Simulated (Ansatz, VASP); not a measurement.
Os: VASP beside Ansatz

INCAR

```
PREC = Accurate
ENCUT = 520
EDIFF = 1E-7
ISMEAR = 0
SIGMA = 0.15
LREAL = F
LASPH = T
NELM = 60
ALGO = Fast
ISIF = 2
LWAVE = F
LCHARG = T
GGA = PS
LELF = T
LVHAR = T
NBANDS = 10
```

The input KPOINTS:

```
Automatic mesh
0
Gamma
  20 20 20
```

Contents of POSCAR:

```
Os
1.0
    0.0000000000      1.9450000000      1.9741750000
    1.9450000000      0.0000000000      1.9741750000
    1.9450000000      1.9450000000      0.0000000000
Os
1
Direct
    0.0000000000      0.0000000000      0.0000000000
```

Input for Ansatz:

```yaml
crystal:
  lattice:
    - [0.0, 1.945, 1.974175]
    - [1.945, 0.0, 1.974175]
    - [1.945, 1.945, 0.0]
  atoms:
    - { symbol: Os, position: [0.0, 0.0, 0.0] }
basis:
  ecutwfc: 420
kpoints:
  mp_grid: { grid: [20, 20, 20] }
hamiltonian:
  xc: pbesol
scf:
  occupations: { method: gaussian, width: 0.15 }
output:
  forces: true
  stress: true
  eigenvalues: true
```

Change from the starting cell: strain +0.000 along x and y, +0.015 along z, atoms carried along.

Alike in both runs: task single point; functional PBEsol; k mesh 20 × 20 × 20; occupations gaussian, width 0.15 eV; no spin polarisation.

|  | VASP | Ansatz |
| --- | --- | --- |
| version | VASP 6.6.1 | Ansatz 0.2.0 |
| potentials or method | VASP PAW PBE potentials, release 64 (Os), cutoff 520 eV | scalar-relativistic, plane waves, PAW |
| valence electrons in the cell | 8 | 16 |

```tsv
	VASP	Ansatz	Ansatz less VASP
gap on the k mesh at the Fermi level (eV)	none	none	-
pressure (GPa)	-24.8	-24.7	+0.06
traceless stress, the component that is largest in VASP (GPa)	-2.66	-2.66	+0.006
```

VASP's potentials were made for PBE, not for PBEsol. A gap of «none» marks a metal or a gap that the smearing closes. VASP's potentials hold 8 valence electrons a cell and Ansatz's 16, so a difference there can come from the potentials and not from the codes.

Neither program's run includes spin-orbit coupling.
